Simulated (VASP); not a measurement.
Runs of VASP 6.6.1 on KCl (Sylvite). The structure is that of space group Fm-3m (No. 225), or close to it. The cells are those of the table. 

```csv
cell,gap on the mesh (eV),pressure (GPa)
"a = 4.328 Å, angles 60.0°, 2 atoms",5.30,(a)
"a = 4.450 Å, angles 60.0°, 2 atoms",5.02,-0.4
"a = 4.565 Å, angles 60.0°, 2 atoms",4.79,(c)
"a = 4.508 Å, angles 60.0°, 2 atoms",4.90,(b)
"a = 4.390 Å, angles 60.0°, 2 atoms",5.15,0.4
```

Alike in all rows: task single point; level PBEsol; potentials or basis VASP PAW PBE potentials, release 64 (K_sv, Cl); no spin polarisation; k mesh 6 × 6 × 6; cutoff (eV) 520; smearing gaussian 0.01 eV.

**Question.** Fill in the values left out.

**Answer.** (a) 1.3; (b) -1.0; (c) -1.4.

Caveats: the PAW data sets were made with another functional, which shifts forces and pressure a little.

